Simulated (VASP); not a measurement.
# Cu (P2/m) in VASP: notebook

Runs on Cu. Level: LDA. Tasks: single point, relaxation of cell and atoms.

All numbers are computed with VASP 6.6.1; they aren't measurements. Logs are shortened: lines on timing, memory, paths and dates and some standing lists are left out, and cuts for length are marked.

## Step 1: The cell of the first run

The structure is monoclinic, space group P2/m (No. 10). Conventional cell: a = 11.570 Å, b = 2.208 Å, c = 22.224 Å, α = 90.00°, β = 101.93°, γ = 90.00°. Within 2.9 Å of Cu (site symmetry 2/m) lie 2 Cu at 2.21 Å.

## Step 2: Single point, LDA

File INCAR:

```
PREC     = Accurate       # precision mode
ENCUT    = 520            # plane-wave cutoff, eV
EDIFF    = 1E-6           # SCF threshold, eV
ISMEAR   = 1              # smearing method
SIGMA    = 0.1            # smearing width, eV
LREAL    = False          # projectors in reciprocal space
LASPH    = True           # aspherical terms in the spheres
NELM     = 80             # most SCF steps
ALGO     = Normal         # electronic algorithm
ISIF     = 2              # what is computed and relaxed
LWAVE    = False          # write WAVECAR
LCHARG   = True           # write CHGCAR
GGA      = CA             # functional
LELF     = True           # ELF
LVHAR    = True         
NBANDS   = 12             # bands
```

File KPOINTS:

```
Automatic mesh
0
Gamma
  3 13 2
```

File POSCAR:

```
Cu
1.0
   11.5702810671      0.0000000000     -0.0000141758
    0.0000000000      2.2081789086      0.0000000000
   -4.5956589795      0.0000000000     21.7434570771
Cu
1
Direct
    0.5000000000      0.5000000000      0.5000000000
```

Potentials or basis: VASP PAW LDA potentials, release 64 (Cu).

Started as:

```console
$ cat potpaw_LDA.64/Cu/POTCAR > POTCAR
$ mpirun -np 1 vasp_std > vasp.out
```

OUTCAR:

```text
PREC = Accurate
   ENCUT = 520
   EDIFF = 1E-6
   ISMEAR = 1
   LREAL = False
   LASPH = True
   NELM = 80
   ISIF = 2
   GGA = CA

 ion  position               nearest neighbor table
   1  0.500  0.500  0.500-

  LATTYP: Found a simple monoclinic cell.
 ALAT       =    11.5702810671
 B/A-ratio  =     0.1908492020
 C/A-ratio  =     1.9207671867
 COS(beta)  =    -0.2067910198

  Lattice vectors:

 A1 = (  11.5702810671,   0.0000000000,  -0.0000141758)
 A2 = (   0.0000000000,   2.2081789086,   0.0000000000)
 A3 = (  -4.5956589795,   0.0000000000,  21.7434570771)

Analysis of symmetry for initial positions (statically):
=====================================================================
 Subroutine PRICEL returns:
 Original cell was already a primitive cell.

 Routine SETGRP: Setting up the symmetry group for a
 simple monoclinic supercell.

 Subroutine GETGRP returns: Found  4 space group operations
 (whereof  4 operations were pure point group operations)
 out of a pool of  4 trial point group operations.

The static configuration has the point symmetry C_2h.

Analysis of symmetry for dynamics (positions and initial velocities):
=====================================================================
 Subroutine PRICEL returns:
 Original cell was already a primitive cell.

 Routine SETGRP: Setting up the symmetry group for a
 simple monoclinic supercell.

 Subroutine GETGRP returns: Found  4 space group operations
 (whereof  4 operations were pure point group operations)
 out of a pool of  4 trial point group operations.

The dynamic configuration has the point symmetry C_2h.

 Subroutine INISYM returns: Found  4 space group operations
 (whereof  4 operations are pure point group operations),
 and found     1 'primitive' translations

----------------------------------------------------------------------------------------

                                     Primitive cell

  volume of cell :     555.5289

  direct lattice vectors                    reciprocal lattice vectors
    11.570281067  0.000000000 -0.000014176     0.086428346  0.000000000  0.018267344
     0.000000000  2.208178909  0.000000000     0.000000000  0.452861856  0.000000000
    -4.595658979  0.000000000 21.743457077     0.000000056  0.000000000  0.045990859

  length of vectors
    11.570281067  2.208178909 22.223816214     0.088337732  0.452861856  0.045990859

  position of ions in fractional coordinates (direct lattice)
     0.500000000  0.500000000  0.500000000

  ion indices of the primitive-cell ions
   primitive index   ion index
                 1           1

----------------------------------------------------------------------------------------

 KPOINTS: Automatic mesh

Automatic generation of k-mesh.
 Grid dimensions read from file:
 generate k-points for:    3   13    2

 Generating k-lattice:

  Cartesian coordinates                     Fractional coordinates (reciprocal lattice)
     0.028809449  0.000000000  0.006089115     0.333333333  0.000000000  0.000000000
     0.000000000  0.034835527  0.000000000     0.000000000  0.076923077  0.000000000
     0.000000028  0.000000000  0.022995429     0.000000000  0.000000000  0.500000000

  Length of vectors
     0.029445911  0.034835527  0.022995429

  Shift w.r.t. Gamma in fractional coordinates (k-lattice)
     0.000000000  0.000000000  0.000000000

 Subroutine IBZKPT returns following result:
 ===========================================

 Found     28 irreducible k-points:

 Following reciprocal coordinates:
            Coordinates               Weight
  0.000000  0.000000  0.000000      1.000000
  0.333333  0.000000  0.000000      2.000000
  0.000000  0.076923  0.000000      2.000000
  0.333333  0.076923  0.000000      4.000000
  0.000000  0.153846  0.000000      2.000000
  0.333333  0.153846  0.000000      4.000000
[... 16 lines left out ...]
 -0.000000  0.307692  0.500000      2.000000
  0.333333  0.307692  0.500000      4.000000
 [... further k-points ...]
   k-points           NKPTS =     28   k-points in BZ     NKDIM =     28   number of bands    NBANDS=     12
   number of dos      NEDOS =    301   number of ions     NIONS =      1
   total plane-waves  NPLWV = 241920
   dimension x,y,z NGX =    90 NGY =   16 NGZ =  168
   dimension x,y,z NGXF=   180 NGYF=   32 NGZF=  336
   ions per type =               1
   NGX,Y,Z   is equivalent  to a cutoff of  12.93, 12.05, 12.57 a.u.
   NGXF,Y,Z  is equivalent  to a cutoff of  25.86, 24.09, 25.13 a.u.
 SYSTEM =  unknown system
   PREC   = accura    normal or accurate (medium, high low for compatibility)
   ISTART =      0    job   : 0-new  1-cont  2-samecut
   ICHARG =      2    charge: 1-file 2-atom 10-const
   ISPIN  =      1    spin polarized calculation?
   LNONCOLLINEAR =      F non collinear calculations
   LSORBIT =      F    spin-orbit coupling
   LASPH  =      T    aspherical Exc in radial PAW
   ENCUT  =  520.0 eV  38.22 Ry    6.18 a.u.  21.51  4.11 41.32*2*pi/ulx,y,z
   NELM   =     80;   NELMIN=  2; NELMDL= -5     # of ELM steps
   EDIFF  = 0.1E-05   stopping-criterion for ELM
   LREAL  =      F    real-space projection
   EDIFFG = 0.1E-04   stopping-criterion for IOM
   NSW    =      0    number of steps for IOM
   IBRION =     -1    ionic relax: 0-MD 1-quasi-New 2-CG
   NFREE  =      0    steps in history (QN), initial steepest desc. (CG)
   ISIF   =      2    stress and relaxation
   ISYM   =      2    0-nonsym 1-usesym 2-fastsym
   POTIM  = 0.5000    time-step for ionic-motion
   TEBEG  =    0.0;   TEEND  =   0.0 temperature during run
   PSTRESS=    0.0 pullay stress
   NELECT =      11.0000    total number of electrons
   NUPDOWN=      -1.0000    fix difference up-down
   EMIN   =  10.00;   EMAX   =-10.00  energy-range for DOS
   EFERMI =   0.00;   METHOD = LEGACY
   ISMEAR =     1;   SIGMA  =   0.10  broadening in eV -4-tet -1-fermi 0-gaus
   EFERMI_NEDOS =   21; number of points for ismear=-14 and -15
   IALGO  =     38    algorithm
   IMIX   =      4    mixing-type and parameters
     AMIX     =   0.40;   BMIX     =  1.00
     AMIX_MAG =   1.60;   BMIX_MAG =  1.00
  volume/ion in A,a.u.               =     555.53      3748.89
  Fermi-wavevector in a.u.,A,eV,Ry     =   0.442898  0.836955  2.668898  0.196158
  Thomas-Fermi vector in A             =   1.419076
   LORBIT       =      0    0 simple, 1 ext, 2 COOP (PROOUT), +10 PAW based schemes
   GGA     = CA    functional components
   LHFCALC =     F    Hartree Fock is set to
   AEXX    =    0.0000 exact exchange contribution
   IVDW    =     0    specifies the selected vdW correction
   LEPSILON=     F    determine dielectric tensor
   LRPA    =     F    only Hartree local field effects (RPA)
 non-spin polarized calculation
 Methfessel and Paxton  Order N= 1 SIGMA  =   0.10
  energy-cutoff  :      520.00
  volume of cell :      555.53
 maximum number of plane-waves:     15074
 NGX is ok and might be reduce to    90
   NGX = 43   NGY =  9   NGZ = 83

 number of electron      10.9999988 magnetization

 Free energy of the ion-electron system (eV)
  ---------------------------------------------------
  ext. energy  EPLUGINS =         0.00000000
  ---------------------------------------------------
  free energy    TOTEN  =        -2.13369428 eV

  energy without entropy =       -2.13265298  energy(sigma->0) =       -2.13334718

 E-fermi :  -5.3851     XC(G=0):  -0.7589

 val. band max:       -5.4117232555   @ k =   0.0000   0.0000   0.0000
 cond. band min:      -4.7070496524   @ k =   0.0000   0.3077   0.0000
 fundamental gap:      0.7046736032
 Fermi energy:        -5.3851013116

 k-point     1 :       0.0000    0.0000    0.0000
  band No.  band energies     occupation
      1      -9.0346      2.00000
      2      -6.5425      2.00000
      3      -6.3479      2.00000
      4      -6.3479      2.00000
      5      -5.4117      1.43342
      6      -5.4117      1.43337
      7      -2.3825      0.00000
      8      -2.3776      0.00000
      9       0.0344      0.00000
     10       0.4391      0.00000
     11       0.5269      0.00000
     12       0.9665      0.00000

 k-point     2 :       0.3333    0.0000    0.0000
  band No.  band energies     occupation
      1      -9.0346      2.00000
      2      -6.5424      2.00000
      3      -6.3479      2.00000
      4      -6.3479      2.00000
      5      -5.4117      1.43343
      6      -5.4117      1.43339
      7      -2.3844      0.00000
      8      -2.3819      0.00000
      9       0.2056      0.00000
     10       0.5222      0.00000
     11       0.6636      0.00000
     12       0.6832      0.00000

 k-point     3 :       0.0000    0.0769    0.0000
  band No.  band energies     occupation
      1      -8.8104      2.00000
      2      -6.4496      2.00000
      3      -6.3218      2.00000
      4      -6.3218      2.00000
      5      -5.5890      2.01407
      6      -5.5890      2.01407
      7      -2.1095      0.00000
      8      -2.1040      0.00000
      9       0.2135      0.00000
     10       0.6206      0.00000
     11       0.7133      0.00000
     12       1.1467      0.00000
[... 286 lines left out ...]
 k-point    23 :      -0.0000    0.3077    0.5000
  band No.  band energies     occupation
      1      -6.8839      2.00000
      2      -6.8839      2.00000
      3      -6.2672      2.00000
      4      -6.0401      2.00000
      5      -6.0401      2.00000
      6      -4.7070     -0.00000
      7       1.0407      0.00000
      8       1.0501      0.00000
      9       2.9133      0.00000
     10       3.2294      0.00000
     11       3.6535      0.00000
     12       3.8860      0.00000

 k-point    24 :       0.3333    0.3077    0.5000
  band No.  band energies     occupation
      1      -6.8839      2.00000
      2      -6.8839      2.00000
      3      -6.2672      2.00000
      4      -6.0401      2.00000
      5      -6.0401      2.00000
      6      -4.7070     -0.00000
      7       1.0372      0.00000
      8       1.0421      0.00000
      9       3.0851      0.00000
     10       3.3510      0.00000
     11       3.6037      0.00000
     12       3.6911      0.00000

 [... further k-points ...]

------------------------ aborting loop because EDIFF is reached ----------------------------------------

  FORCE on cell =-STRESS in cart. coord.  units (eV):
  Direction    XX          YY          ZZ          XY          YZ          ZX
  --------------------------------------------------------------------------------------
  -------------------------------------------------------------------------------------
  Total       -0.0073517      0.1141030     -0.0049971      0.0000000      0.0000000     -0.0006494
  in kB       -0.0212027      0.3290795     -0.0144119      0.0000000      0.0000000     -0.0018730
  external PRESSURE =       0.0978216 kB  Pullay stress =       0.0000000 kB

 VOLUME and BASIS-vectors are now :
 -----------------------------------------------------------------------------
  energy-cutoff  :      520.00
  volume of cell :      555.53
      direct lattice vectors                 reciprocal lattice vectors
    11.570281067  0.000000000 -0.000014176     0.086428346  0.000000000  0.018267344
     0.000000000  2.208178909  0.000000000     0.000000000  0.452861856  0.000000000
    -4.595658979  0.000000000 21.743457077     0.000000056  0.000000000  0.045990859

 POSITION                                       TOTAL-FORCE (eV/Angst)
 -----------------------------------------------------------------------------------
      3.48731      1.10409     10.87172         0.000000      0.000000      0.000000
 -----------------------------------------------------------------------------------
    total drift:                                0.000000     -0.000000     -0.000000

  FREE ENERGIE OF THE ION-ELECTRON SYSTEM (eV)
  ---------------------------------------------------
  free  energy   TOTEN  =        -2.1336942769 eV

  energy  without entropy=       -2.1326529795  energy(sigma->0) =       -2.13334718
```

Wall time 6.6 min (1 thread of Intel Xeon 8259CL, shared host); peak memory 0.5 GiB.

Results:

| Quantity | Value |
| --- | --- |
| Free energy | -2.1337 eV |
| Pressure | 0.0 GPa |
| Band gap on the k mesh | zero (an odd number of electrons rules out a gap without spin polarisation) |

## Step 3: Relaxation of cell and atoms, LDA

This run uses another cell than the first one.

File INCAR:

```
SYSTEM = Cu
PREC = Accurate ; ENCUT = 600
EDIFF = 1E-7 ; ISMEAR = 1
SIGMA = 0.1 ; LREAL = .False.
LASPH = .True. ; NELM = 60
ALGO = Normal ; ISIF = 3
LWAVE = .False. ; LCHARG = .False.
GGA = CA ; IBRION = 2
NSW = 80 ; EDIFFG = -0.02
```

File KPOINTS:

```
Automatic mesh
0
Gamma
  3 13 2
  0 0 0
```

File POSCAR:

```
Cu
1.0
   11.5702500000      0.0000000000      0.0000000000
    0.0000000000      2.2382100000      0.0000000000
   -4.5956200000      0.0000000000     21.7433900000
Cu
1
Direct
    0.5000000000      0.5000000000      0.5000000000
```

Potentials or basis: VASP PAW LDA potentials, release 64 (Cu).

Started as:

```console
$ cat potpaw_LDA.64/Cu/POTCAR > POTCAR
$ mpirun -np 1 vasp_std > vasp.out
```

Wall time 14 min (1 thread of Intel Xeon 8259CL, shared host); peak memory 0.61 GiB.

The run converged. Its results:

```yaml
Free_energy: -2.1340 eV
Relaxed_cell: a = 11.569 Å, b = 2.215 Å, c = 22.222 Å, α = 90.00°, β = 101.93°, γ = 90.00°
Space_group_after_relaxing_to_0.1_Å: P2/m (No. 10)
Energy_gained_by_relaxing: 1.9 meV/atom
Ionic_steps: 3
Pressure_after_relaxing: 0.0 GPa
Band_gap_on_the_k_mesh: zero (an odd number of electrons rules out a gap without spin polarisation)
```

The path:
| step | energy change (eV) | largest force (eV/Å) | pressure (GPa) | volume (Å³) |
| --- | --- | --- | --- | --- |
| 1 | 0.0000 | 0.0000 | -0.04 | 563.08 |
| 2 | -0.0009 | 0.0000 | 0.03 | 552.93 |
| 3 | -0.0019 | 0.0000 | 0.00 | 557.16 |

Final structure:
```
Cu
1.0
    11.56858    0.00000    0.00002
     0.00000    2.21514    0.00000
    -4.59492    0.00000   21.74196
Cu
1
Direct
  0.50000 0.50000 0.50000
```

Levels at points of the mesh, in eV from the Fermi level:
| k point | band 2 | band 3 | band 4 | band 5 | band 6 | band 7 | band 8 | band 9 |
| --- | --- | --- | --- | --- | --- | --- | --- | --- |
| (0.00, 0.00, 0.00) | -1.14 | -0.95 | -0.95 | -0.03 | -0.03 | 3.01 | 3.02 | 5.43 |
| (0.00, 0.00, 0.50) | -1.14 | -0.95 | -0.95 | -0.03 | -0.03 | 3.01 | 3.02 | 5.45 |

The gap in the log of VASP goes by the Fermi energy; the results here count the filled bands.